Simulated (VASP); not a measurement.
Here is a VASP 6.6.1 calculation.

Contents of INCAR:

```
SYSTEM = Al3Ru2
  PREC = Accurate
  ENCUT = 520
  EDIFF = 1E-6
  ISMEAR = 0
  SIGMA = 0.1
  LREAL = .False.
  LASPH = .True.
  NELM = 60
  ALGO = Fast
  ISIF = 2
  LWAVE = .False.
  LCHARG = .False.
  GGA = PE
  NBANDS = 48
```

The input KPOINTS:

```
regular mesh
0
Gamma
  6 6 8
  0 0 0
```

File POSCAR:

```
Al3Ru2
1.0
    6.3958433392      0.0000000000      0.0000000000
   -3.1979216696      5.5389628104      0.0000000000
    0.0000000000      0.0000000000      4.5349334737
Al Ru
6 4
Direct
    0.4095056747      0.0882515736      0.2500000000
    0.3212541011      0.4095056747      0.7500000000
    0.9117484264      0.3212541011      0.2500000000
    0.5904943253      0.9117484264      0.7500000000
    0.6787458989      0.5904943253      0.2500000000
    0.0882515736      0.6787458989      0.7500000000
    0.0000000000      0.0000000000      0.0000000000
    0.0000000000      0.0000000000      0.5000000000
    0.3333333333      0.6666666667      0.2500000000
    0.6666666667      0.3333333333      0.7500000000
```

Potentials or basis: VASP PAW PBE potentials, release 64 (Al, Ru_pv).

Launch:

```sh
$ cat potpaw_PBE.64/Al/POTCAR potpaw_PBE.64/Ru_pv/POTCAR > POTCAR
$ mpirun -np 1 vasp_std > vasp.out
```

Task: What does it give for the pressure?

Result: 0.0 GPa.

Task: Estimate the largest force.

Result: 0.007 eV/Å.

Forces in eV/Å, atoms in the order of the input:
```
Al   0.000  0.007  0.000
Al  -0.006  0.004  0.000
Al  -0.006 -0.003  0.000
Al   0.000 -0.007  0.000
Al   0.006 -0.004  0.000
Al   0.006  0.003  0.000
Ru   0.000  0.000  0.000
Ru   0.000  0.000  0.000
Ru   0.000  0.000  0.000
Ru   0.000  0.000  0.000
```
